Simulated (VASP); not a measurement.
A run of VASP 6.6.1:

INCAR

```
SYSTEM = Sn
PREC     = Accurate       ! precision mode
ENCUT    = 520            ! plane-wave cutoff, eV
EDIFF    = 1E-6           ! SCF threshold, eV
ISMEAR   = 0              ! smearing method
SIGMA    = 0.15           ! smearing width, eV
LREAL    = .FALSE.        ! projectors in reciprocal space
LASPH    = .TRUE.         ! aspherical terms in the spheres
NELM     = 100            ! most SCF steps
ALGO     = Fast           ! electronic algorithm
ISIF     = 2              ! what is computed and relaxed
LWAVE    = .FALSE.        ! write WAVECAR
LCHARG   = .FALSE.        ! write CHGCAR
GGA      = PS             ! functional
NBANDS   = 13             ! bands
```

The input KPOINTS:

```
regular mesh
0
G
  20 20 20
  0 0 0
```

Contents of POSCAR:

```
Sn
1.0
   -1.5538851000      1.5979923000      2.3383420000
    1.5538851000     -1.5979923000      2.3383420000
    1.5538851000      1.5979923000     -2.3383420000
Sn
1
Direct
    0.0000000000      0.0000000000      0.0000000000
```

Potentials or basis: VASP PAW PBE potentials, release 64 (Sn_d).

The run is started by

```sh
$ cat potpaw_PBE.64/Sn_d/POTCAR > POTCAR
$ mpirun -np 1 vasp_std > vasp.out
```

Hardware: 1 thread of Intel(R) Xeon(R) Platinum 8488C (Sapphire Rapids) (shared host).

How long does it take, and how much memory?

Wall time 2.9 min on 1 thread of Intel(R) Xeon(R) Platinum 8488C (Sapphire Rapids), on a shared host, peak memory 0.41 GiB. Counts: scf iterations 13, k points 1166.
